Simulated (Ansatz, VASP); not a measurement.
**Two plane-wave programs on AlFe**

```
CELL_PARAMETERS angstrom
2.68441 0.00000 0.00000
0.00000 2.68441 0.00000
0.00000 0.00000 2.68441
ATOMIC_POSITIONS crystal
Al 0.00000 0.00000 0.00000
Fe 0.50000 0.50000 0.50000
```

Alike in both runs: task single point; functional PBEsol; k mesh 18 × 18 × 18; occupations gaussian, width 0.15 eV; collinear spin.

|  | VASP | Ansatz |
| --- | --- | --- |
| version | VASP 6.6.1 | Ansatz 0.2.0 |
| potentials or method | VASP PAW PBE potentials, release 64 (Al, Fe), cutoff 520 eV | scalar-relativistic, plane waves, PAW |
| valence electrons in the cell | 11 | 19 |

```csv
,VASP,Ansatz,Ansatz less VASP
gap on the k mesh at the Fermi level (eV),none,none,-
net moment per atom (μB),0.23,0.23,+0.003
size of the moment on the site where the two differ most (μB),0.47,0.46,-0.007
```

VASP's potentials were made for PBE, not for PBEsol. Site moments also hang on the region over which each program counts them. A gap of «none» marks a metal or a gap that the smearing closes. With one functional, cell and mesh, what is left measures potentials, basis and numerics. VASP's potentials hold 11 valence electrons a cell and Ansatz's 19, so a difference there can come from the potentials and not from the codes.
